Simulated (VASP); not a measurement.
# MgF2 (P4_2/mnm) in VASP: further runs

The runs below take MgF2 through single point, with HSE06.

All numbers are computed with VASP 6.6.1; they aren't measurements. Logs are shortened: lines on timing, memory, paths and dates and some standing lists are left out, and cuts for length are marked.

**1. The cell of the first run**

The structure is tetragonal, space group P4_2/mnm (No. 136). Conventional cell: a = 4.437 Å, b = 4.437 Å, c = 3.134 Å, α = 90.00°, β = 90.00°, γ = 90.00°. Mg (site symmetry mmm) has 6 F at 1.91 to 1.99 Å within 2.5 Å. F (site symmetry m2m) has 3 Mg at 1.91 to 1.99 Å and 1 F at 2.45 Å within 2.5 Å.

**2. Single point, HSE06 (epitaxial xy strain -4.0%)**

Input file POSCAR:

```
MgF2
1.0
    4.4371353548      0.0000000000      0.0000000000
    0.0000000000      4.4371353548      0.0000000000
    0.0000000000      0.0000000000      3.1342963774
Mg F
2 4
Direct
    0.0000000000      0.0000000000      0.0000000000
    0.5000000000      0.5000000000      0.5000000000
    0.3044278432      0.3044278432      0.0000000000
    0.1955721568      0.8044278432      0.5000000000
    0.8044278432      0.1955721568      0.5000000000
    0.6955721568      0.6955721568      0.0000000000
```

Input file INCAR.step1:

```
  PREC = Accurate
  ENCUT = 520
  EDIFF = 1E-5
  ISMEAR = 0
  SIGMA = 0.01
  LREAL = F
  LASPH = T
  NELM = 120
  ALGO = Normal
  ISIF = 2
  LWAVE = T
  LCHARG = F
  GGA = PE
  NBANDS = 25
  GGA_COMPAT = F
  KPAR = 4
```

Input file INCAR.step2:

```
  PREC = Accurate
  ENCUT = 520
  EDIFF = 1E-6
  ISMEAR = 0
  SIGMA = 0.01
  LREAL = F
  LASPH = T
  NELM = 120
  ALGO = Normal
  ISIF = 2
  LWAVE = F
  LCHARG = F
  GGA = PE
  LHFCALC = T
  HFSCREEN = 0.2079
  PRECFOCK = Normal
  ISTART = 1
  NBANDS = 25
  GGA_COMPAT = F
  KPAR = 4
```

Input file KPOINTS:

```
Automatic mesh
0
Gamma
  4 4 6
```

Potentials or basis: VASP PAW PBE potentials, release 64 (Mg, F).

Command:

```
> cat potpaw_PBE.64/Mg/POTCAR potpaw_PBE.64/F/POTCAR > POTCAR
> cp INCAR.step1 INCAR
> mpirun -np 4 vasp_std > vasp.out
> cp INCAR.step2 INCAR
> mpirun -np 4 vasp_std > vasp.out
```

OUTCAR:

```text
PREC = Accurate
   ENCUT = 520
   EDIFF = 1E-6
   ISMEAR = 0
   LREAL = F
   LASPH = T
   NELM = 120
   ISIF = 2
   GGA = PE
   LHFCALC = T
   HFSCREEN = 0.2079
   PRECFOCK = Normal
   ISTART = 1

 ion  position               nearest neighbor table
   1  0.000  0.000  0.000-   3 1.91   6 1.91   5 1.99   4 1.99   4 1.99   5 1.99   2 3.51   2 3.51
                             2 3.51   2 3.51   2 3.51   2 3.51   2 3.51   2 3.51
   2  0.500  0.500  0.500-   4 1.91   5 1.91   3 1.99   6 1.99   3 1.99   6 1.99   1 3.51   1 3.51
                             1 3.51   1 3.51   1 3.51   1 3.51   1 3.51   1 3.51
   3  0.304  0.304  0.000-   1 1.91   2 1.99   2 1.99
   4  0.196  0.804  0.500-   2 1.91   1 1.99   1 1.99
   5  0.804  0.196  0.500-   2 1.91   1 1.99   1 1.99
   6  0.696  0.696  0.000-   1 1.91   2 1.99   2 1.99

  LATTYP: Found a simple tetragonal cell.
 ALAT       =     4.4371353548
 C/A-ratio  =     0.7063783560

  Lattice vectors:

 A1 = (   4.4371353548,   0.0000000000,   0.0000000000)
 A2 = (   0.0000000000,   4.4371353548,   0.0000000000)
 A3 = (   0.0000000000,   0.0000000000,   3.1342963774)

Analysis of symmetry for initial positions (statically):
=====================================================================
 Subroutine PRICEL returns:
 Original cell was already a primitive cell.

 Routine SETGRP: Setting up the symmetry group for a
 simple tetragonal supercell.

 Subroutine GETGRP returns: Found 16 space group operations
 (whereof  8 operations were pure point group operations)
 out of a pool of 16 trial point group operations.

The static configuration has the point symmetry D_2h.
 The point group associated with its full space group is D_4h.

Analysis of symmetry for dynamics (positions and initial velocities):
=====================================================================
 Subroutine PRICEL returns:
 Original cell was already a primitive cell.

 Routine SETGRP: Setting up the symmetry group for a
 simple tetragonal supercell.

 Subroutine GETGRP returns: Found 16 space group operations
 (whereof  8 operations were pure point group operations)
 out of a pool of 16 trial point group operations.

The dynamic configuration has the point symmetry D_2h.
 The point group associated with its full space group is D_4h.

 Subroutine INISYM returns: Found 16 space group operations
 (whereof  8 operations are pure point group operations),
 and found     1 'primitive' translations

----------------------------------------------------------------------------------------

                                     Primitive cell

  volume of cell :      61.7086

  direct lattice vectors                    reciprocal lattice vectors
     4.437135355  0.000000000  0.000000000     0.225370632  0.000000000  0.000000000
     0.000000000  4.437135355  0.000000000     0.000000000  0.225370632  0.000000000
     0.000000000  0.000000000  3.134296377     0.000000000  0.000000000  0.319050874

  length of vectors
     4.437135355  4.437135355  3.134296377     0.225370632  0.225370632  0.319050874

  position of ions in fractional coordinates (direct lattice)
     0.000000000  0.000000000  0.000000000
     0.500000000  0.500000000  0.500000000
     0.304427843  0.304427843  0.000000000
     0.195572157  0.804427843  0.500000000
     0.804427843  0.195572157  0.500000000
     0.695572157  0.695572157  0.000000000

  ion indices of the primitive-cell ions
   primitive index   ion index
                 1           1
                 2           2
                 3           3
                 4           4
                 5           5
                 6           6

----------------------------------------------------------------------------------------

 KPOINTS: Automatic mesh

Automatic generation of k-mesh.
 Grid dimensions read from file:
 generate k-points for:    4    4    6

 Generating k-lattice:

  Cartesian coordinates                     Fractional coordinates (reciprocal lattice)
     0.056342658  0.000000000  0.000000000     0.250000000  0.000000000  0.000000000
     0.000000000  0.056342658  0.000000000     0.000000000  0.250000000  0.000000000
     0.000000000  0.000000000  0.053175146     0.000000000  0.000000000  0.166666667

  Length of vectors
     0.056342658  0.056342658  0.053175146

  Shift w.r.t. Gamma in fractional coordinates (k-lattice)
     0.000000000  0.000000000  0.000000000

 Subroutine IBZKPT returns following result:
 ===========================================

 Found     24 irreducible k-points:

 Following reciprocal coordinates:
            Coordinates               Weight
  0.000000  0.000000  0.000000      1.000000
  0.250000  0.000000  0.000000      4.000000
  0.500000  0.000000  0.000000      2.000000
  0.250000  0.250000  0.000000      4.000000
  0.500000  0.250000  0.000000      4.000000
  0.500000  0.500000  0.000000      1.000000
[... 16 lines left out ...]
  0.500000  0.250000  0.500000      4.000000
  0.500000  0.500000  0.500000      1.000000
   k-points           NKPTS =     24   k-points in BZ     NKDIM =     96   number of bands    NBANDS=     25
   number of dos      NEDOS =    301   number of ions     NIONS =      6
   total plane-waves  NPLWV =  31104
   dimension x,y,z NGX =    36 NGY =   36 NGZ =   24
   dimension x,y,z NGXF=    72 NGYF=   72 NGZF=   48
   ions per type =               2   4
   NGX,Y,Z   is equivalent  to a cutoff of  13.49, 13.49, 12.73 a.u.
   NGXF,Y,Z  is equivalent  to a cutoff of  26.98, 26.98, 25.46 a.u.
 SYSTEM =  unknown system
   PREC   = accura    normal or accurate (medium, high low for compatibility)
   ISTART =      1    job   : 0-new  1-cont  2-samecut
   ICHARG =      0    charge: 1-file 2-atom 10-const
   ISPIN  =      1    spin polarized calculation?
   LNONCOLLINEAR =      F non collinear calculations
   LSORBIT =      F    spin-orbit coupling
   LASPH  =      T    aspherical Exc in radial PAW
   ENCUT  =  520.0 eV  38.22 Ry    6.18 a.u.   8.25  8.25  5.83*2*pi/ulx,y,z
   NELM   =    120;   NELMIN=  2; NELMDL=  0     # of ELM steps
   EDIFF  = 0.1E-05   stopping-criterion for ELM
   LREAL  =      F    real-space projection
   EDIFFG = 0.1E-04   stopping-criterion for IOM
   NSW    =      0    number of steps for IOM
   IBRION =     -1    ionic relax: 0-MD 1-quasi-New 2-CG
   NFREE  =      0    steps in history (QN), initial steepest desc. (CG)
   ISIF   =      2    stress and relaxation
   ISYM   =      3    0-nonsym 1-usesym 2-fastsym
   POTIM  = 0.5000    time-step for ionic-motion
   TEBEG  =    0.0;   TEEND  =   0.0 temperature during run
   PSTRESS=    0.0 pullay stress
   NELECT =      32.0000    total number of electrons
   NUPDOWN=      -1.0000    fix difference up-down
   EMIN   =  10.00;   EMAX   =-10.00  energy-range for DOS
   EFERMI =   0.00;   METHOD = LEGACY
   ISMEAR =     0;   SIGMA  =   0.01  broadening in eV -4-tet -1-fermi 0-gaus
   EFERMI_NEDOS =   21; number of points for ismear=-14 and -15
   IALGO  =     38    algorithm
   IMIX   =      1    mixing-type and parameters
     AMIX     =   0.40;   BMIX     =  1.00
     AMIX_MAG =   1.60;   BMIX_MAG =  1.00
  volume/ion in A,a.u.               =      10.28        69.40
  Fermi-wavevector in a.u.,A,eV,Ry     =   1.315254  2.485470 23.536630  1.729894
  Thomas-Fermi vector in A             =   2.445450
   LORBIT       =      0    0 simple, 1 ext, 2 COOP (PROOUT), +10 PAW based schemes
   GGA     = PE    functional components
   LHFCALC =     T    Hartree Fock is set to
   PRECFOCK=normal    Normal, Fast or Accurate (Low or Medium for compatibility)
   ENCUT4O =  -1.0   cutoff for four orbital integrals eV
   NKREDX  =     1    reduce k-point grid by
   NKREDY  =     1    reduce k-point grid by
   NKREDZ  =     1    reduce k-point grid by
   AEXX    =    0.2500 exact exchange contribution
   HFSCREEN=    0.2079 screening length (either q_TF or 0.3 A-1)
   HFSCREENC=   0.2079 screening length for correlation (either q_TF or 0.3 A-1)
   ENCUTFOCK=  -1.0 apply spherical cutoff to Coloumb kernel
   IVDW    =     0    specifies the selected vdW correction
   LEPSILON=     F    determine dielectric tensor
   LRPA    =     F    only Hartree local field effects (RPA)
 non-spin polarized calculation
 Gauss-broadening in eV      SIGMA  =   0.01
  energy-cutoff  :      520.00
  volume of cell :       61.71
 maximum number of plane-waves:      1680
 NGX is ok and might be reduce to    36
  NGX = 28; NGY = 28; NGZ = 18

 number of electron      31.9999967 magnetization

 Free energy of the ion-electron system (eV)
  ---------------------------------------------------
  ext. energy  EPLUGINS =         0.00000000
  ---------------------------------------------------
  free energy    TOTEN  =       -38.14566290 eV

  energy without entropy =      -38.14566290  energy(sigma->0) =      -38.14566290

 E-fermi :  -2.4628     XC(G=0):  -8.2051

 val. band max:       -2.6225951516   @ k =   0.0000   0.0000   0.0000
 cond. band min:       7.0714297138   @ k =   0.0000   0.0000   0.0000
 fundamental gap:      9.6940248654
 Fermi energy:        -2.4628149073

 k-point     1 :       0.0000    0.0000    0.0000
  band No.  band energies     occupation
      1     -25.1141      2.00000
      2     -24.0968      2.00000
      3     -24.0968      2.00000
      4     -24.0495      2.00000
      5      -6.9184      2.00000
      6      -5.3765      2.00000
[... 17 lines left out ...]
     24      19.3720      0.00000
     25      19.7770      0.00000

 k-point     2 :       0.2500    0.0000    0.0000
  band No.  band energies     occupation
      1     -24.9914      2.00000
      2     -24.3214      2.00000
      3     -24.0711      2.00000
      4     -23.9891      2.00000
      5      -6.6711      2.00000
      6      -5.4068      2.00000
[... 17 lines left out ...]
     24      19.1354      0.00000
     25      19.6801      0.00000
[... 586 lines left out ...]
     24      15.9197      0.00000
     25      18.1115      0.00000

 k-point    24 :       0.5000    0.5000    0.5000
  band No.  band energies     occupation
      1     -24.3777      2.00000
      2     -24.3777      2.00000
      3     -24.1072      2.00000
      4     -24.1072      2.00000
      5      -6.7048      2.00000
      6      -6.7048      2.00000
[... 17 lines left out ...]
     24      15.4196      0.00000
     25      18.8368      0.00000

------------------------ aborting loop because EDIFF is reached ----------------------------------------

  FORCE on cell =-STRESS in cart. coord.  units (eV):
  Direction    XX          YY          ZZ          XY          YZ          ZX
  --------------------------------------------------------------------------------------
  -------------------------------------------------------------------------------------
  Total        3.7637668      3.7637668      0.2769956      0.0000000      0.0000000      0.0000000
  in kB       97.7209936     97.7209936      7.1918076      0.0000000      0.0000000      0.0000000
  external PRESSURE =      67.5445983 kB  Pullay stress =       0.0000000 kB

 VOLUME and BASIS-vectors are now :
 -----------------------------------------------------------------------------
  energy-cutoff  :      520.00
  volume of cell :       61.71
      direct lattice vectors                 reciprocal lattice vectors
     4.437135355  0.000000000  0.000000000     0.225370632  0.000000000  0.000000000
     0.000000000  4.437135355  0.000000000     0.000000000  0.225370632  0.000000000
     0.000000000  0.000000000  3.134296377     0.000000000  0.000000000  0.319050874

 POSITION                                       TOTAL-FORCE (eV/Angst)
 -----------------------------------------------------------------------------------
      0.00000      0.00000      0.00000         0.000000     -0.000000      0.000000
      2.21857      2.21857      1.56715         0.000000     -0.000000      0.000000
      1.35079      1.35079      0.00000         0.006474      0.006474      0.000000
      0.86778      3.56936      1.56715        -0.006474      0.006474      0.000000
      3.56936      0.86778      1.56715         0.006474     -0.006474      0.000000
      3.08635      3.08635      0.00000        -0.006474     -0.006474      0.000000
 -----------------------------------------------------------------------------------
    total drift:                               -0.000000     -0.000000     -0.000000

  FREE ENERGIE OF THE ION-ELECTRON SYSTEM (eV)
  ---------------------------------------------------
  free  energy   TOTEN  =       -38.1456628964 eV

  energy  without entropy=      -38.1456628964  energy(sigma->0) =      -38.14566290
```

Wall time 13 min (4 MPI ranks of Intel Xeon 6975P-C (Granite Rapids), shared host); peak memory 0.31 GiB.

What came out:

```yaml
Free_energy: -38.1457 eV
Pressure: 6.8 GPa
Largest_force: 0.009 eV/Å
Band_gap_on_the_k_mesh: 9.69 eV, direct
```

Forces in eV/Å, atoms in the order of the input:
```
Mg   0.000  0.000  0.000
Mg   0.000  0.000  0.000
F    0.006  0.006  0.000
F   -0.006  0.006  0.000
F    0.006 -0.006  0.000
F   -0.006 -0.006  0.000
```

Caveat: the cell differs from its parent crystal (epitaxial xy strain -4.0%); the PAW data sets were made with another functional, which shifts forces and pressure a little.

**3. Single point, HSE06 (epitaxial xy strain -3.0%)**

Input file POSCAR:

```
MgF2
1.0
    4.4833555148      0.0000000000      0.0000000000
    0.0000000000      4.4833555148      0.0000000000
    0.0000000000      0.0000000000      3.1100508258
Mg F
2 4
Direct
    0.0000000000      0.0000000000      0.0000000000
    0.5000000000      0.5000000000      0.5000000000
    0.3038896615      0.3038896615      0.0000000000
    0.1961103385      0.8038896615      0.5000000000
    0.8038896615      0.1961103385      0.5000000000
    0.6961103385      0.6961103385      0.0000000000
```

Input file INCAR.step1:

```
SYSTEM = MgF2
PREC = Accurate
ENCUT = 520
EDIFF = 1E-5
ISMEAR = 0
SIGMA = 0.01
LREAL = .FALSE.
LASPH = .TRUE.
NELM = 120
ALGO = Normal
ISIF = 2
LWAVE = .TRUE.
LCHARG = .FALSE.
NBANDS = 25
GGA = PE
GGA_COMPAT = .FALSE.
KPAR = 4
```

Input file INCAR.step2:

```
SYSTEM = MgF2
PREC = Accurate
ENCUT = 520
EDIFF = 1E-6
ISMEAR = 0
SIGMA = 0.01
LREAL = .FALSE.
LASPH = .TRUE.
NELM = 120
ALGO = Normal
ISIF = 2
LWAVE = .FALSE.
LCHARG = .FALSE.
GGA = PE
LHFCALC = .TRUE.
HFSCREEN = 0.2079
PRECFOCK = Normal
NBANDS = 25
ISTART = 1
GGA_COMPAT = .FALSE.
KPAR = 4
```

Input file KPOINTS:

```
Automatic mesh
0
G
  4 4 6
  0 0 0
```

Potentials or basis: VASP PAW PBE potentials, release 64 (Mg, F).

Command:

```
> cat potpaw_PBE.64/Mg/POTCAR potpaw_PBE.64/F/POTCAR > POTCAR
> cp INCAR.step1 INCAR
> mpirun -np 4 vasp_std > vasp.out
> cp INCAR.step2 INCAR
> mpirun -np 4 vasp_std > vasp.out
```

OUTCAR:

```text
SYSTEM = MgF2
   PREC = Accurate
   ENCUT = 520
   EDIFF = 1E-6
   ISMEAR = 0
   LREAL = .FALSE.
   LASPH = .TRUE.
   NELM = 120
   ISIF = 2
   GGA = PE
   LHFCALC = .TRUE.
   HFSCREEN = 0.2079
   PRECFOCK = Normal
   ISTART = 1

 ion  position               nearest neighbor table
   1  0.000  0.000  0.000-   3 1.93   6 1.93   5 1.99   4 1.99   4 1.99   5 1.99   2 3.53   2 3.53
                             2 3.53   2 3.53   2 3.53   2 3.53   2 3.53   2 3.53
[... 892 lines left out ...]
  --------------------------------------------------------------------------------------
  -------------------------------------------------------------------------------------
  Total        2.8573533      2.8573533      0.2775097      0.0000000      0.0000000      0.0000000
  in kB       73.2319650     73.2319650      7.1123801      0.0000000      0.0000000      0.0000000
  external PRESSURE =      51.1921034 kB  Pullay stress =       0.0000000 kB

 VOLUME and BASIS-vectors are now :
 -----------------------------------------------------------------------------
  energy-cutoff  :      520.00
  volume of cell :       62.51
      direct lattice vectors                 reciprocal lattice vectors
     4.483355515  0.000000000  0.000000000     0.223047224  0.000000000  0.000000000
     0.000000000  4.483355515  0.000000000     0.000000000  0.223047224  0.000000000
     0.000000000  0.000000000  3.110050826     0.000000000  0.000000000  0.321538154

 POSITION                                       TOTAL-FORCE (eV/Angst)
 -----------------------------------------------------------------------------------
      0.00000      0.00000      0.00000         0.000000      0.000000      0.000000
      2.24168      2.24168      1.55503         0.000000      0.000000      0.000000
      1.36245      1.36245      0.00000         0.007149      0.007149      0.000000
      0.87923      3.60412      1.55503        -0.007149      0.007149      0.000000
      3.60412      0.87923      1.55503         0.007149     -0.007149      0.000000
      3.12091      3.12091      0.00000        -0.007149     -0.007149      0.000000
 -----------------------------------------------------------------------------------
    total drift:                               -0.000123     -0.000148     -0.000003

  FREE ENERGIE OF THE ION-ELECTRON SYSTEM (eV)
  ---------------------------------------------------
  free  energy   TOTEN  =       -38.2138194766 eV

  energy  without entropy=      -38.2138194766  energy(sigma->0) =      -38.21381948
```

OUTCAR.step1:

```text
SYSTEM = MgF2
   PREC = Accurate
   ENCUT = 520
   EDIFF = 1E-5
   ISMEAR = 0
   LREAL = .FALSE.
   LASPH = .TRUE.
   NELM = 120
[... 910 lines left out ...]
      0.87923      3.60412      1.55503         0.007749     -0.007749      0.000000
      3.60412      0.87923      1.55503        -0.007749      0.007749     -0.000000
      3.12091      3.12091      0.00000         0.007749      0.007749     -0.000000
 -----------------------------------------------------------------------------------
    total drift:                                0.000000     -0.000000      0.000000

  FREE ENERGIE OF THE ION-ELECTRON SYSTEM (eV)
  ---------------------------------------------------
  free  energy   TOTEN  =       -31.3617935726 eV

  energy  without entropy=      -31.3617935726  energy(sigma->0) =      -31.36179357
```

Wall time 22 min (4 MPI ranks of Intel Xeon Platinum 8488C (Sapphire Rapids), shared host); peak memory 0.31 GiB.

Results:

```
Free energy            : -38.2138 eV
Pressure               : 5.1 GPa
Largest force          : 0.010 eV/Å
Band gap on the k mesh : 9.63 eV, direct
```

Forces on the atoms (eV/Å):
```
Mg   0.000  0.000  0.000
Mg   0.000  0.000  0.000
F    0.007  0.007  0.000
F   -0.007  0.007  0.000
F    0.007 -0.007  0.000
F   -0.007 -0.007  0.000
```

Stress tensor (GPa, compression positive):
```
7.32 0.00 0.00
0.00 7.32 0.00
0.00 0.00 0.71
```

Caveat: the cell differs from its parent crystal (epitaxial xy strain -3.0%); the PAW data sets were made with another functional, which shifts forces and pressure a little.

(Part 1 of 2 ends here.)
